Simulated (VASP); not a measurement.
**MgS: single point with PBE**

Crystal: MgS.

```
Mg S
1.0
     2.84861    2.84861    0.00000
    -2.84861    2.84861    0.00000
     0.12086    0.12086    5.69721
Mg S
2 2
Cartesian
  0.0111 0.0111 -0.0006
  0.0715 2.9201 2.8480
  1.4434 1.4434 1.4249
  -1.3447 1.5039 4.2736
```

This cell differs from its parent crystal: shear of c along a, cell held: +3.0 %, then relaxed in part.

| Quantity | Value |
| --- | --- |
| Program | VASP 6.6.1 |
| Task | single point |
| Functional | PBE |
| Potentials or basis | VASP PAW PBE potentials, release 64 (Mg, S) |
| Cutoff | 520 eV |
| k mesh | 6 × 6 × 4 |
| Occupations | gaussian, width 0.02 eV |
| Spin | no spin polarisation |

```json
{"Pressure": "-0.2 GPa", "Band gap on the k mesh": "3.27 eV"}
```

Stress tensor (GPa, compression positive):
```
-0.17 -0.03 -0.63
-0.03 -0.17 -0.63
-0.63 -0.63 -0.13
```

Levels at points of the mesh, in eV from the valence-band top:
```
           k point  band 5  band 6  band 7  band 8  band 9  band 10  band 11  band 12
(0.00, 0.00, 0.00)   -1.09   -0.17   -0.08    0.00    3.27     3.81     5.54     7.63
(0.50, 0.00, 0.00)   -1.44   -1.44   -0.42   -0.42    6.24     6.24     6.65     6.65
(0.00, 0.50, 0.00)   -1.45   -1.45   -0.42   -0.42    6.24     6.24     6.65     6.65
(0.50, 0.50, 0.00)   -1.18   -1.18   -1.00   -1.00    3.80     3.80     5.55     5.55
(0.00, 0.00, 0.50)   -0.64   -0.64   -0.64   -0.64    5.02     5.02     6.38     6.38
(0.50, 0.00, 0.50)   -0.49   -0.44   -0.36   -0.31    4.87     5.05     7.36     7.46
(0.00, 0.50, 0.50)   -0.45   -0.45   -0.36   -0.36    4.96     4.96     7.43     7.43
(0.50, 0.50, 0.50)   -1.87   -1.87   -1.37   -1.37    5.42     5.42     7.70     7.70
```

Wall time 88 s on 1 thread of Intel Xeon 8259CL (shared host), peak memory 0.23 GiB.

Caveat: the cell differs from its parent crystal (shear of c along a, cell held: +3.0 %, then relaxed in part).
